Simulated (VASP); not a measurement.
# CdS (P3m1) in VASP: a series of runs, part 2 of 2

VASP 6.6.1.

## (4) Single point, r2SCAN

This run uses another cell than the first one.

File POSCAR:

```
CdS
1.0
    4.2325706819      0.0000000000      0.0000000000
   -2.1162853410      3.6655132672      0.0000000000
    0.0000000000      0.0000000000      5.7652176450
Cd S
1 1
Direct
    0.0000000000      0.0000000000      0.4426920000
    0.6666666667      0.3333333333      0.4343080000
```

File INCAR.step1:

```
SYSTEM = CdS
ALGO = Normal
EDIFF = 1E-5
ENCUT = 700
GGA = PE
GGA_COMPAT = .False.
ISMEAR = 0
LASPH = .True.
LCHARG = .False.
LREAL = .False.
LWAVE = .True.
NBANDS = 20
NELM = 120
PREC = Accurate
SIGMA = 0.01
```

File INCAR.step2:

```
SYSTEM = CdS
ALGO = Normal
EDIFF = 1E-6
ENCUT = 700
GGA_COMPAT = .False.
ISIF = 2
ISMEAR = 0
ISTART = 1
LASPH = .True.
LCHARG = .False.
LMIXTAU = .True.
LREAL = .False.
LWAVE = .False.
METAGGA = R2SCAN
NBANDS = 20
NELM = 120
PREC = Accurate
SIGMA = 0.01
```

File KPOINTS:

```
k-points
0
Gamma
  6 6 4
  0 0 0
```

Potentials or basis: VASP PAW PBE potentials, release 64 (Cd_sv_GW, S).

Run with:

```console
> cat potpaw_PBE.64/Cd_sv_GW/POTCAR potpaw_PBE.64/S/POTCAR > POTCAR
> cp INCAR.step1 INCAR
> mpirun -np 1 vasp_std > vasp.out
> cp INCAR.step2 INCAR
> mpirun -np 1 vasp_std > vasp.out
```

OUTCAR:

```text
SYSTEM = CdS
   EDIFF = 1E-6
   ENCUT = 700
   ISIF = 2
   ISMEAR = 0
   ISTART = 1
   LASPH = .True.
   LREAL = .False.
   METAGGA = R2SCAN
   NELM = 120
   PREC = Accurate

 ion  position               nearest neighbor table
   1  0.000  0.000  0.443-   2 2.44   2 2.44   2 2.44
   2  0.667  0.333  0.434-   1 2.44   1 2.44   1 2.44

  LATTYP: Found a hexagonal cell.
 ALAT       =     4.2325706819
 C/A-ratio  =     1.3621078248

  Lattice vectors:

 A1 = (   4.2325706819,   0.0000000000,   0.0000000000)
 A2 = (  -2.1162853410,   3.6655132672,   0.0000000000)
 A3 = (   0.0000000000,   0.0000000000,   5.7652176450)

Analysis of symmetry for initial positions (statically):
=====================================================================
 Subroutine PRICEL returns:
 Original cell was already a primitive cell.

 Routine SETGRP: Setting up the symmetry group for a
 hexagonal supercell.

 Subroutine GETGRP returns: Found  6 space group operations
 (whereof  6 operations were pure point group operations)
 out of a pool of 24 trial point group operations.

The static configuration has the point symmetry C_3v.

Analysis of symmetry for dynamics (positions and initial velocities):
=====================================================================
 Subroutine PRICEL returns:
 Original cell was already a primitive cell.

 Routine SETGRP: Setting up the symmetry group for a
 hexagonal supercell.

 Subroutine GETGRP returns: Found  6 space group operations
 (whereof  6 operations were pure point group operations)
 out of a pool of 24 trial point group operations.

The dynamic configuration has the point symmetry C_3v.

 Subroutine INISYM returns: Found  6 space group operations
 (whereof  6 operations are pure point group operations),
 and found     1 'primitive' translations

----------------------------------------------------------------------------------------

                                     Primitive cell

  volume of cell :      89.4447

  direct lattice vectors                    reciprocal lattice vectors
     4.232570682  0.000000000  0.000000000     0.236263036  0.136406545  0.000000000
    -2.116285341  3.665513267  0.000000000     0.000000000  0.272813090  0.000000000
     0.000000000  0.000000000  5.765217645     0.000000000  0.000000000  0.173453989

  length of vectors
     4.232570682  4.232570278  5.765217645     0.272813064  0.272813090  0.173453989

  position of ions in fractional coordinates (direct lattice)
     0.000000000  0.000000000  0.442692000
     0.666666667  0.333333333  0.434308000

  ion indices of the primitive-cell ions
   primitive index   ion index
                 1           1
                 2           2

----------------------------------------------------------------------------------------

 KPOINTS: k-points

Automatic generation of k-mesh.
 Grid dimensions read from file:
 generate k-points for:    6    6    4

 Generating k-lattice:

  Cartesian coordinates                     Fractional coordinates (reciprocal lattice)
     0.039377173  0.022734424  0.000000000     0.166666667  0.000000000  0.000000000
     0.000000000  0.045468848  0.000000000     0.000000000  0.166666667  0.000000000
     0.000000000  0.000000000  0.043363497     0.000000000  0.000000000  0.250000000

  Length of vectors
     0.045468844  0.045468848  0.043363497

  Shift w.r.t. Gamma in fractional coordinates (k-lattice)
     0.000000000  0.000000000  0.000000000

 Subroutine IBZKPT returns following result:
 ===========================================

 Found     24 irreducible k-points:

 Following reciprocal coordinates:
            Coordinates               Weight
  0.000000  0.000000  0.000000      1.000000
  0.166667  0.000000  0.000000      6.000000
  0.333333  0.000000  0.000000      6.000000
  0.500000  0.000000  0.000000      3.000000
  0.166667  0.166667  0.000000      6.000000
  0.333333  0.166667  0.000000     12.000000
[... 16 lines left out ...]
  0.333333  0.166667  0.500000     12.000000
  0.333333  0.333333  0.500000      2.000000
   k-points           NKPTS =     24   k-points in BZ     NKDIM =     24   number of bands    NBANDS=     20
   number of dos      NEDOS =    301   number of ions     NIONS =      2
   total plane-waves  NPLWV =  80000
   dimension x,y,z NGX =    40 NGY =   40 NGZ =   50
   dimension x,y,z NGXF=    80 NGYF=   80 NGZF=  100
   ions per type =               1   1
   NGX,Y,Z   is equivalent  to a cutoff of  15.71, 15.71, 14.42 a.u.
   NGXF,Y,Z  is equivalent  to a cutoff of  31.42, 31.42, 28.84 a.u.
 SYSTEM =  CdS
   PREC   = accura    normal or accurate (medium, high low for compatibility)
   ISTART =      1    job   : 0-new  1-cont  2-samecut
   ICHARG =      0    charge: 1-file 2-atom 10-const
   ISPIN  =      1    spin polarized calculation?
   LNONCOLLINEAR =      F non collinear calculations
   LSORBIT =      F    spin-orbit coupling
   LASPH  =      T    aspherical Exc in radial PAW
   ENCUT  =  700.0 eV  51.45 Ry    7.17 a.u.   9.13  9.13 12.44*2*pi/ulx,y,z
   NELM   =    120;   NELMIN=  2; NELMDL=  0     # of ELM steps
   EDIFF  = 0.1E-05   stopping-criterion for ELM
   LREAL  =      F    real-space projection
   EDIFFG = 0.1E-04   stopping-criterion for IOM
   NSW    =      0    number of steps for IOM
   IBRION =     -1    ionic relax: 0-MD 1-quasi-New 2-CG
   NFREE  =      0    steps in history (QN), initial steepest desc. (CG)
   ISIF   =      2    stress and relaxation
   ISYM   =      2    0-nonsym 1-usesym 2-fastsym
   POTIM  = 0.5000    time-step for ionic-motion
   TEBEG  =    0.0;   TEEND  =   0.0 temperature during run
   PSTRESS=    0.0 pullay stress
   NELECT =      26.0000    total number of electrons
   NUPDOWN=      -1.0000    fix difference up-down
   EMIN   =  10.00;   EMAX   =-10.00  energy-range for DOS
   EFERMI =   0.00;   METHOD = LEGACY
   ISMEAR =     0;   SIGMA  =   0.01  broadening in eV -4-tet -1-fermi 0-gaus
   EFERMI_NEDOS =   21; number of points for ismear=-14 and -15
   IALGO  =     38    algorithm
   IMIX   =      4    mixing-type and parameters
     AMIX     =   0.40;   BMIX     =  1.00
     AMIX_MAG =   1.60;   BMIX_MAG =  1.00
  volume/ion in A,a.u.               =      44.72       301.80
  Fermi-wavevector in a.u.,A,eV,Ry     =   1.084462  2.049336 16.001241  1.176058
  Thomas-Fermi vector in A             =   2.220553
   LORBIT       =      0    0 simple, 1 ext, 2 COOP (PROOUT), +10 PAW based schemes
   METAGGA = R2SCAN    functional components
   LHFCALC =     F    Hartree Fock is set to
   AEXX    =    0.0000 exact exchange contribution
   IVDW    =     0    specifies the selected vdW correction
   LEPSILON=     F    determine dielectric tensor
   LRPA    =     F    only Hartree local field effects (RPA)
 non-spin polarized calculation
 Gauss-broadening in eV      SIGMA  =   0.01
  energy-cutoff  :      700.00
  volume of cell :       89.44
 maximum number of plane-waves:      3784
 NGX is ok and might be reduce to    40
   NGX = 19   NGY = 19   NGZ = 25

 number of electron      25.9999998 magnetization

 Free energy of the ion-electron system (eV)
  ---------------------------------------------------
  ext. energy  EPLUGINS =         0.00000000
  ---------------------------------------------------
  free energy    TOTEN  =       -29.09469866 eV

  energy without entropy =      -29.09469866  energy(sigma->0) =      -29.09469866

 E-fermi :  -1.1427     XC(G=0):  -6.6057

 val. band max:       -1.3717896302   @ k =   0.0000   0.0000   0.5000
 cond. band min:       0.5665428382   @ k =   0.0000   0.0000   0.0000
 fundamental gap:      1.9383324685
 Fermi energy:        -1.1426756063

 k-point     1 :       0.0000    0.0000    0.0000
  band No.  band energies     occupation
      1    -105.4927      2.00000
      2     -65.7179      2.00000
      3     -65.6134      2.00000
      4     -65.6134      2.00000
      5     -13.5953      2.00000
      6      -9.3704      2.00000
[... 12 lines left out ...]
     19      10.0847      0.00000
     20      10.8504      0.00000
[... 507 lines left out ...]
 k-point    24 :       0.3333    0.3333    0.5000
  band No.  band energies     occupation
      1    -105.4927      2.00000
      2     -65.7179      2.00000
      3     -65.6138      2.00000
      4     -65.6137      2.00000
      5     -13.1960      2.00000
      6      -9.1013      2.00000
[... 12 lines left out ...]
     19       8.6007      0.00000
     20      10.0548      0.00000

------------------------ aborting loop because EDIFF is reached ----------------------------------------

  FORCE on cell =-STRESS in cart. coord.  units (eV):
  Direction    XX          YY          ZZ          XY          YZ          ZX
  --------------------------------------------------------------------------------------
  -------------------------------------------------------------------------------------
  Total       -0.2377485     -0.2377484     -0.0552135      0.0000000      0.0000000      0.0000000
  in kB       -4.2586664     -4.2586653     -0.9890104      0.0000000      0.0000000      0.0000000
  external PRESSURE =      -3.1687807 kB  Pullay stress =       0.0000000 kB

 VOLUME and BASIS-vectors are now :
 -----------------------------------------------------------------------------
  energy-cutoff  :      700.00
  volume of cell :       89.44
      direct lattice vectors                 reciprocal lattice vectors
     4.232570682  0.000000000  0.000000000     0.236263036  0.136406545  0.000000000
    -2.116285341  3.665513267  0.000000000     0.000000000  0.272813090  0.000000000
     0.000000000  0.000000000  5.765217645     0.000000000  0.000000000  0.173453989

 POSITION                                       TOTAL-FORCE (eV/Angst)
 -----------------------------------------------------------------------------------
      0.00000      0.00000      2.55222         0.000000      0.000000     -0.011600
      2.11629      1.22184      2.50388        -0.000000      0.000000      0.011600
 -----------------------------------------------------------------------------------
    total drift:                                0.000000      0.000011     -0.002417

  FREE ENERGIE OF THE ION-ELECTRON SYSTEM (eV)
  ---------------------------------------------------
  free  energy   TOTEN  =       -29.0946986626 eV

  energy  without entropy=      -29.0946986626  energy(sigma->0) =      -29.09469866
```

It took 5.1 min on 1 thread of Intel Xeon Platinum 8175M at 2.50GHz (Skylake/Cascade Lake), shared host; peak memory 0.34 GiB.

Results:

| Quantity | Value |
| --- | --- |
| Free energy | -29.0947 eV |
| Pressure | -0.3 GPa |
| Largest force | 0.012 eV/Å |
| Band gap on the k mesh | 1.94 eV |

Forces in eV/Å, atoms in the order of the input:
```
Cd   0.000  0.000 -0.012
S    0.000  0.000  0.012
```

Caveat: the PAW data sets were made with another functional, which shifts forces and pressure a little. A k mesh can miss the band edges.

## (5) Overview

| cell | gap on the mesh (eV) | pressure (GPa) |
| --- | --- | --- |
| a = 4.204, b = 4.204, c = 5.726 Å, angles 90.0, 90.0, 120.0°, 2 atoms | 1.97 | 0.3 |
| a = 4.174, b = 4.174, c = 5.686 Å, angles 90.0, 90.0, 120.0°, 2 atoms | 2.00 | 1.1 |
| a = 4.233, b = 4.233, c = 5.765 Å, angles 90.0, 90.0, 120.0°, 2 atoms | 1.94 | -0.3 |

Alike in all rows: task single point; level r2SCAN; potentials or basis VASP PAW PBE potentials, release 64 (Cd_sv_GW, S); no spin polarisation; k mesh 6 × 6 × 4; cutoff (eV) 700; smearing gaussian 0.01 eV.

Caveats: the PAW data sets were made with another functional, which shifts forces and pressure a little.

Total energies depend on the potentials used, so only differences within one code and one set of settings carry meaning.
